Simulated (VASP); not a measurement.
A run of VASP 6.6.1:

INCAR

```
PREC     = Accurate       # precision mode
ENCUT    = 500            # plane-wave cutoff, eV
EDIFF    = 1E-6           # SCF threshold, eV
ISMEAR   = 0              # smearing method
SIGMA    = 0.1            # smearing width, eV
LREAL    = False          # projectors in reciprocal space
LASPH    = True           # aspherical terms in the spheres
NELM     = 120            # most SCF steps
ALGO     = Normal         # electronic algorithm
ISIF     = 2              # what is computed and relaxed
LWAVE    = False          # write WAVECAR
LCHARG   = False          # write CHGCAR
GGA      = PS             # functional
NBANDS   = 22             # bands
GGA_COMPAT= False
```

The input KPOINTS:

```
regular mesh
0
Gamma
  15 15 6
```

The input POSCAR:

```
Cl
1.0
    3.6115635017      0.0000000000      0.0000000000
   -1.8057817508      3.1277057398      0.0000000000
    0.0000000000      0.0000000000      7.4648225863
Cl
4
Direct
    0.0000000000      0.0000000000      0.0000000000
    0.0000000000      0.0000000000      0.5000000000
    0.3333333333      0.6666666667      0.7500000000
    0.6666666667      0.3333333333      0.2500000000
```

Potentials or basis: VASP PAW PBE potentials, release 64 (Cl).

Run with:

```bash
$ cat potpaw_PBE.64/Cl/POTCAR > POTCAR
$ mpirun -np 1 vasp_std > vasp.out
```

Hardware: 1 thread of AMD EPYC 7R13 (shared host).

Question: Estimate the wall time of this run.

Answer: Wall time 4.6 min on 1 thread of AMD EPYC 7R13, on a shared host, peak memory 0.24 GiB. Counts: scf iterations 12, k points 108.
